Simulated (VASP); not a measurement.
A run of VASP 6.6.1:

INCAR

```
PREC = Accurate
ENCUT = 520
EDIFF = 1E-6
ISMEAR = 0
SIGMA = 0.02
LREAL = False
LASPH = True
NELM = 100
ALGO = Normal
ISIF = 2
LWAVE = False
LCHARG = True
GGA = PE
LELF = True
LVHAR = True
NBANDS = 26
```

The input KPOINTS:

```
regular mesh
0
Gamma
  9 9 6
```

File POSCAR:

```
ZnO
1.0
    3.2463576338      0.0000000000      0.0000000000
   -1.6231788169      2.8114281806      0.0000000000
    0.0000000000      0.0000000000      5.2398029152
Zn O
2 2
Direct
    0.3333333333      0.6666666667      0.4999685893
    0.6666666667      0.3333333333     -0.0000314107
    0.6666666667      0.3333333333      0.3790414107
    0.3333333333      0.6666666667      0.8790414107
```

Potentials or basis: VASP PAW PBE potentials, release 64 (Zn, O).

Run with:

```sh
$ cat potpaw_PBE.64/Zn/POTCAR potpaw_PBE.64/O/POTCAR > POTCAR
$ mpirun -np 1 vasp_std > vasp.out
```

Hardware: 1 thread of Intel(R) Xeon(R) Platinum 8488C (Sapphire Rapids) (shared host).

Question: How long does it take, and how much memory?

Answer: Wall time 30 s on 1 thread of Intel(R) Xeon(R) Platinum 8488C (Sapphire Rapids), on a shared host, peak memory 0.19 GiB. Counts: scf iterations 15, k points 48.
